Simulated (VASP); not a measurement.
# GeWCl3 (Pm-3m) in VASP: notebook

GeWCl3 is run at these levels: PBE; tasks: single point.

Program: VASP 6.6.1. These are calculated values, not measurements. Logs are shortened: lines on timing, memory, paths and dates and some standing lists are left out, and cuts for length are marked.

## 1. The cell of the first run

Symmetry: Pm-3m, No. 221, cubic system. Conventional cell: a = 5.127 Å, b = 5.127 Å, c = 5.127 Å, α = 90.00°, β = 90.00°, γ = 90.00°. Within 4.8 Å of Ge (site symmetry m-3m) lie 12 Cl at 3.63 Å and 8 W at 4.44 Å. Within 3.4 Å of W (site symmetry m-3m) lie 6 Cl at 2.56 Å. Within 3.4 Å of Cl (site symmetry 4/mmm) lie 2 W at 2.56 Å.

## 2. Single point, PBE

INCAR reads:

```
PREC     = Accurate       # precision mode
ENCUT    = 520            # plane-wave cutoff, eV
EDIFF    = 1E-6           # SCF threshold, eV
ISMEAR   = 0              # smearing method
SIGMA    = 0.1            # smearing width, eV
LREAL    = F              # projectors in reciprocal space
LASPH    = T              # aspherical terms in the spheres
NELM     = 80             # most SCF steps
ALGO     = Normal         # electronic algorithm
ISIF     = 2              # what is computed and relaxed
LWAVE    = F              # write WAVECAR
LCHARG   = F              # write CHGCAR
GGA      = PE             # functional
NBANDS   = 32             # bands
```

KPOINTS reads:

```
Automatic mesh
0
Gamma
  4 4 4
```

POSCAR reads:

```
GeWCl3
1.0
    5.1266100000      0.0000000000      0.0000000000
    0.0000000000      5.1266100000      0.0000000000
    0.0000000000      0.0000000000      5.1266100000
Ge W Cl
1 1 3
Direct
    0.0000000000      0.0000000000      0.0000000000
    0.5000000000      0.5000000000      0.5000000000
    0.0000000000      0.5000000000      0.5000000000
    0.5000000000      0.0000000000      0.5000000000
    0.5000000000      0.5000000000      0.0000000000
```

Potentials or basis: VASP PAW PBE potentials, release 64 (Ge_d, W_sv, Cl).

On the command line:

```
$ cat potpaw_PBE.64/Ge_d/POTCAR potpaw_PBE.64/W_sv/POTCAR potpaw_PBE.64/Cl/POTCAR > POTCAR
$ mpirun -np 1 vasp_std > vasp.out
```

OUTCAR:

```text
PREC = Accurate
   ENCUT = 520
   EDIFF = 1E-6
   ISMEAR = 0
   LREAL = F
   LASPH = T
   NELM = 80
   ISIF = 2
   GGA = PE

 ion  position               nearest neighbor table
   1  0.000  0.000  0.000-
   2  0.500  0.500  0.500-   3 2.56   4 2.56   5 2.56   5 2.56   4 2.56   3 2.56
   3  0.000  0.500  0.500-   2 2.56   2 2.56
   4  0.500  0.000  0.500-   2 2.56   2 2.56
   5  0.500  0.500  0.000-   2 2.56   2 2.56

  LATTYP: Found a simple cubic cell.
 ALAT       =     5.1266100000

  Lattice vectors:

 A1 = (   5.1266100000,   0.0000000000,   0.0000000000)
 A2 = (   0.0000000000,   5.1266100000,   0.0000000000)
 A3 = (   0.0000000000,   0.0000000000,   5.1266100000)

Analysis of symmetry for initial positions (statically):
=====================================================================
 Subroutine PRICEL returns:
 Original cell was already a primitive cell.

 Routine SETGRP: Setting up the symmetry group for a
 simple cubic supercell.

 Subroutine GETGRP returns: Found 48 space group operations
 (whereof 48 operations were pure point group operations)
 out of a pool of 48 trial point group operations.

The static configuration has the point symmetry O_h .

Analysis of symmetry for dynamics (positions and initial velocities):
=====================================================================
 Subroutine PRICEL returns:
 Original cell was already a primitive cell.

 Routine SETGRP: Setting up the symmetry group for a
 simple cubic supercell.

 Subroutine GETGRP returns: Found 48 space group operations
 (whereof 48 operations were pure point group operations)
 out of a pool of 48 trial point group operations.

The dynamic configuration has the point symmetry O_h .

 Subroutine INISYM returns: Found 48 space group operations
 (whereof 48 operations are pure point group operations),
 and found     1 'primitive' translations

----------------------------------------------------------------------------------------

                                     Primitive cell

  volume of cell :     134.7382

  direct lattice vectors                    reciprocal lattice vectors
     5.126610000  0.000000000  0.000000000     0.195060674  0.000000000  0.000000000
     0.000000000  5.126610000  0.000000000     0.000000000  0.195060674  0.000000000
     0.000000000  0.000000000  5.126610000     0.000000000  0.000000000  0.195060674

  length of vectors
     5.126610000  5.126610000  5.126610000     0.195060674  0.195060674  0.195060674

  position of ions in fractional coordinates (direct lattice)
     0.000000000  0.000000000  0.000000000
     0.500000000  0.500000000  0.500000000
     0.000000000  0.500000000  0.500000000
     0.500000000  0.000000000  0.500000000
     0.500000000  0.500000000  0.000000000

  ion indices of the primitive-cell ions
   primitive index   ion index
                 1           1
                 2           2
                 3           3
                 4           4
                 5           5

----------------------------------------------------------------------------------------

 KPOINTS: Automatic mesh

Automatic generation of k-mesh.
 Grid dimensions read from file:
 generate k-points for:    4    4    4

 Generating k-lattice:

  Cartesian coordinates                     Fractional coordinates (reciprocal lattice)
     0.048765168  0.000000000  0.000000000     0.250000000  0.000000000  0.000000000
     0.000000000  0.048765168  0.000000000     0.000000000  0.250000000  0.000000000
     0.000000000  0.000000000  0.048765168     0.000000000  0.000000000  0.250000000

  Length of vectors
     0.048765168  0.048765168  0.048765168

  Shift w.r.t. Gamma in fractional coordinates (k-lattice)
     0.000000000  0.000000000  0.000000000

 Subroutine IBZKPT returns following result:
 ===========================================

 Found     10 irreducible k-points:

 Following reciprocal coordinates:
            Coordinates               Weight
  0.000000  0.000000  0.000000      1.000000
  0.250000  0.000000  0.000000      6.000000
  0.500000  0.000000  0.000000      3.000000
  0.250000  0.250000  0.000000     12.000000
  0.500000  0.250000  0.000000     12.000000
  0.500000  0.500000  0.000000      3.000000
  0.250000  0.250000  0.250000      8.000000
  0.500000  0.250000  0.250000     12.000000
  0.500000  0.500000  0.250000      6.000000
  0.500000  0.500000  0.500000      1.000000
   k-points           NKPTS =     10   k-points in BZ     NKDIM =     10   number of bands    NBANDS=     32
   number of dos      NEDOS =    301   number of ions     NIONS =      5
   total plane-waves  NPLWV =  64000
   dimension x,y,z NGX =    40 NGY =   40 NGZ =   40
   dimension x,y,z NGXF=    80 NGYF=   80 NGZF=   80
   ions per type =               1   1   3
   NGX,Y,Z   is equivalent  to a cutoff of  12.97, 12.97, 12.97 a.u.
   NGXF,Y,Z  is equivalent  to a cutoff of  25.94, 25.94, 25.94 a.u.
 SYSTEM =  unknown system
   PREC   = accura    normal or accurate (medium, high low for compatibility)
   ISTART =      0    job   : 0-new  1-cont  2-samecut
   ICHARG =      2    charge: 1-file 2-atom 10-const
   ISPIN  =      1    spin polarized calculation?
   LNONCOLLINEAR =      F non collinear calculations
   LSORBIT =      F    spin-orbit coupling
   LASPH  =      T    aspherical Exc in radial PAW
   ENCUT  =  520.0 eV  38.22 Ry    6.18 a.u.   9.53  9.53  9.53*2*pi/ulx,y,z
   NELM   =     80;   NELMIN=  2; NELMDL= -5     # of ELM steps
   EDIFF  = 0.1E-05   stopping-criterion for ELM
   LREAL  =      F    real-space projection
   EDIFFG = 0.1E-04   stopping-criterion for IOM
   NSW    =      0    number of steps for IOM
   IBRION =     -1    ionic relax: 0-MD 1-quasi-New 2-CG
   NFREE  =      0    steps in history (QN), initial steepest desc. (CG)
   ISIF   =      2    stress and relaxation
   ISYM   =      2    0-nonsym 1-usesym 2-fastsym
   POTIM  = 0.5000    time-step for ionic-motion
   TEBEG  =    0.0;   TEEND  =   0.0 temperature during run
   PSTRESS=    0.0 pullay stress
   NELECT =      49.0000    total number of electrons
   NUPDOWN=      -1.0000    fix difference up-down
   EMIN   =  10.00;   EMAX   =-10.00  energy-range for DOS
   EFERMI =   0.00;   METHOD = LEGACY
   ISMEAR =     0;   SIGMA  =   0.10  broadening in eV -4-tet -1-fermi 0-gaus
   EFERMI_NEDOS =   21; number of points for ismear=-14 and -15
   IALGO  =     38    algorithm
   IMIX   =      4    mixing-type and parameters
     AMIX     =   0.40;   BMIX     =  1.00
     AMIX_MAG =   1.60;   BMIX_MAG =  1.00
  volume/ion in A,a.u.               =      26.95       181.85
  Fermi-wavevector in a.u.,A,eV,Ry     =   1.168539  2.208219 18.578532  1.365484
  Thomas-Fermi vector in A             =   2.305024
   LORBIT       =      0    0 simple, 1 ext, 2 COOP (PROOUT), +10 PAW based schemes
   GGA     = PE    functional components
   LHFCALC =     F    Hartree Fock is set to
   AEXX    =    0.0000 exact exchange contribution
   IVDW    =     0    specifies the selected vdW correction
   LEPSILON=     F    determine dielectric tensor
   LRPA    =     F    only Hartree local field effects (RPA)
 non-spin polarized calculation
 Gauss-broadening in eV      SIGMA  =   0.10
  energy-cutoff  :      520.00
  volume of cell :      134.74
 maximum number of plane-waves:      3695
 NGX is ok and might be reduce to    40
   NGX = 19   NGY = 19   NGZ = 19

 number of electron      49.0000011 magnetization

 Free energy of the ion-electron system (eV)
  ---------------------------------------------------
  ext. energy  EPLUGINS =         0.00000000
  ---------------------------------------------------
  free energy    TOTEN  =       -20.17049386 eV

  energy without entropy =      -20.11410423  energy(sigma->0) =      -20.14229905

 E-fermi :   3.7209     XC(G=0):  -8.9058

 val. band max:        3.7201707983   @ k =   0.2500   0.2500   0.0000
 cond. band min:       3.7211479902   @ k =   0.5000   0.5000   0.2500
 fundamental gap:      0.0009771919
 Fermi energy:         3.7209250253

 k-point     1 :       0.0000    0.0000    0.0000
  band No.  band energies     occupation
      1     -71.1995      2.00000
      2     -35.3899      2.00000
      3     -35.3899      2.00000
      4     -35.3899      2.00000
      5     -22.3771      2.00000
      6     -22.3771      2.00000
[... 24 lines left out ...]
     31       4.6031      0.00000
     32       8.3969      0.00000

 k-point     2 :       0.2500    0.0000    0.0000
  band No.  band energies     occupation
      1     -71.1995      2.00000
      2     -35.3911      2.00000
      3     -35.3899      2.00000
      4     -35.3899      2.00000
      5     -22.3771      2.00000
      6     -22.3770      2.00000
[... 24 lines left out ...]
     31       6.2487      0.00000
     32       9.0337      0.00000

 k-point     3 :       0.5000    0.0000    0.0000
  band No.  band energies     occupation
      1     -71.1995      2.00000
      2     -35.3923      2.00000
      3     -35.3899      2.00000
      4     -35.3899      2.00000
      5     -22.3771      2.00000
      6     -22.3770      2.00000
[... 24 lines left out ...]
     31       9.0023      0.00000
     32       9.9425      0.00000

 k-point     4 :       0.2500    0.2500    0.0000
  band No.  band energies     occupation
      1     -71.1995      2.00000
      2     -35.3911      2.00000
      3     -35.3911      2.00000
      4     -35.3899      2.00000
      5     -22.3771      2.00000
      6     -22.3770      2.00000
[... 164 lines left out ...]
     31       9.0250      0.00000
     32       9.5983      0.00000

 k-point     9 :       0.5000    0.5000    0.2500
  band No.  band energies     occupation
      1     -71.1995      2.00000
      2     -35.3922      2.00000
      3     -35.3922      2.00000
      4     -35.3910      2.00000
      5     -22.3769      2.00000
      6     -22.3769      2.00000
[... 24 lines left out ...]
     31       8.9312      0.00000
     32       8.9315      0.00000

 k-point    10 :       0.5000    0.5000    0.5000
  band No.  band energies     occupation
      1     -71.1995      2.00000
      2     -35.3922      2.00000
      3     -35.3922      2.00000
      4     -35.3922      2.00000
      5     -22.3769      2.00000
      6     -22.3769      2.00000
[... 24 lines left out ...]
     31       8.0308      0.00000
     32       8.0308      0.00000

------------------------ aborting loop because EDIFF is reached ----------------------------------------

  FORCE on cell =-STRESS in cart. coord.  units (eV):
  Direction    XX          YY          ZZ          XY          YZ          ZX
  --------------------------------------------------------------------------------------
  -------------------------------------------------------------------------------------
  Total       -6.3585475     -6.3585475     -6.3585475     -0.0000000      0.0000000      0.0000000
  in kB      -75.6097258    -75.6097258    -75.6097258     -0.0000000      0.0000000      0.0000000
  external PRESSURE =     -75.6097258 kB  Pullay stress =       0.0000000 kB

 VOLUME and BASIS-vectors are now :
 -----------------------------------------------------------------------------
  energy-cutoff  :      520.00
  volume of cell :      134.74
      direct lattice vectors                 reciprocal lattice vectors
     5.126610000  0.000000000  0.000000000     0.195060674  0.000000000  0.000000000
     0.000000000  5.126610000  0.000000000     0.000000000  0.195060674  0.000000000
     0.000000000  0.000000000  5.126610000     0.000000000  0.000000000  0.195060674

 POSITION                                       TOTAL-FORCE (eV/Angst)
 -----------------------------------------------------------------------------------
      0.00000      0.00000      0.00000         0.000000      0.000000      0.000000
      2.56331      2.56331      2.56331         0.000000      0.000000      0.000000
      0.00000      2.56331      2.56331         0.000000      0.000000      0.000000
      2.56331      0.00000      2.56331         0.000000      0.000000      0.000000
      2.56331      2.56331      0.00000         0.000000      0.000000      0.000000
 -----------------------------------------------------------------------------------
    total drift:                                0.000000      0.000000     -0.000000

  FREE ENERGIE OF THE ION-ELECTRON SYSTEM (eV)
  ---------------------------------------------------
  free  energy   TOTEN  =       -20.1704938632 eV

  energy  without entropy=      -20.1141042345  energy(sigma->0) =      -20.14229905
```

It took 58 s on 1 thread of AMD EPYC 7R43 (Zen 3), shared host; peak memory 0.23 GiB.

Results:

| Item | Value |
| --- | --- |
| Free energy | -20.1705 eV |
| Pressure | -7.6 GPa |

Caveat: spin-orbit coupling is left out, which moves the levels of the heavy elements; an odd number of electrons without spin polarisation forces a metal; a magnetic or distorted state may lie lower.

## 3. Single point, PBE, collinear spin, ferromagnetic start

This run uses another cell than the first one, of 24.38 Å³/atom, 0.905 times its volume.

INCAR reads:

```
SYSTEM = GeWCl3
  ALGO = Normal
  EDIFF = 1E-6
  ENCUT = 520
  GGA = PE
  ISIF = 2
  ISMEAR = 0
  ISPIN = 2
  LASPH = .TRUE.
  LCHARG = .FALSE.
  LMAXMIX = 4
  LORBIT = 11
  LREAL = .FALSE.
  LWAVE = .FALSE.
  MAGMOM = 1.02 2.13 0.08 0.08 0.08
  NBANDS = 36
  NELM = 150
  PREC = Accurate
  SIGMA = 0.1
```

KPOINTS reads:

```
k-points
0
G
  4 4 4
  0 0 0
```

Edit POSCAR of step 2 so:

```diff
@@ -2,5 +2,5 @@
 1.0
-    5.1266100000      0.0000000000      0.0000000000
-    0.0000000000      5.1266100000      0.0000000000
-    0.0000000000      0.0000000000      5.1266100000
+    4.9580400007      0.0000000000      0.0000000000
+    0.0000000000      4.9580400007      0.0000000000
+    0.0000000000      0.0000000000      4.9580400007
 Ge W Cl
```

Potentials or basis: VASP PAW PBE potentials, release 64 (Ge_d, W_sv, Cl).

On the command line:

```
$ cat potpaw_PBE.64/Ge_d/POTCAR potpaw_PBE.64/W_sv/POTCAR potpaw_PBE.64/Cl/POTCAR > POTCAR
$ mpirun -np 1 vasp_std > vasp.out
```

It took 2 min on 1 thread of AMD EPYC 7R43 (Zen 3), shared host; peak memory 0.29 GiB.

Results (log left out):

- Free energy: -20.9957 eV
- Pressure: 0.5 GPa
- Net moment: 4.58 μB per cell
- Site moments: Ge +0.58; W +2.42; Cl +0.03 μB
- Valence electrons inside the program's atomic spheres: Ge 11.97; W 11.81; Cl 5.10

Levels at points of the mesh, in eV from the Fermi level:
Spin up:
| k point | band 24 | band 25 | band 26 | band 27 | band 28 | band 29 | band 30 | band 31 |
| --- | --- | --- | --- | --- | --- | --- | --- | --- |
| (0.00, 0.00, 0.00) | -2.28 | -2.28 | -0.63 | -0.63 | 0.59 | 0.59 | 0.59 | 0.74 |
| (0.50, 0.00, 0.00) | -0.98 | -0.67 | -0.67 | -0.62 | 0.05 | 0.07 | 0.07 | 5.77 |
| (0.50, 0.50, 0.00) | -0.66 | -0.56 | -0.34 | -0.03 | -0.03 | 0.03 | 4.18 | 5.82 |
| (0.50, 0.50, 0.50) | -0.46 | -0.46 | 0.96 | 0.96 | 0.96 | 4.03 | 4.03 | 4.03 |
Spin down:
```tsv
k point	band 20	band 21	band 22	band 23	band 24	band 25
(0.00, 0.00, 0.00)	-4.32	-4.32	-4.32	-0.42	-0.42	-0.42
(0.50, 0.00, 0.00)	-4.36	-4.29	-4.29	-0.37	0.08	0.84
(0.50, 0.50, 0.00)	-5.04	-5.04	-3.63	0.59	1.01	1.01
(0.50, 0.50, 0.50)	-3.62	-3.62	-3.62	1.29	1.29	1.29
```

Caveat: spin-orbit coupling is left out, which moves the levels of the heavy elements.
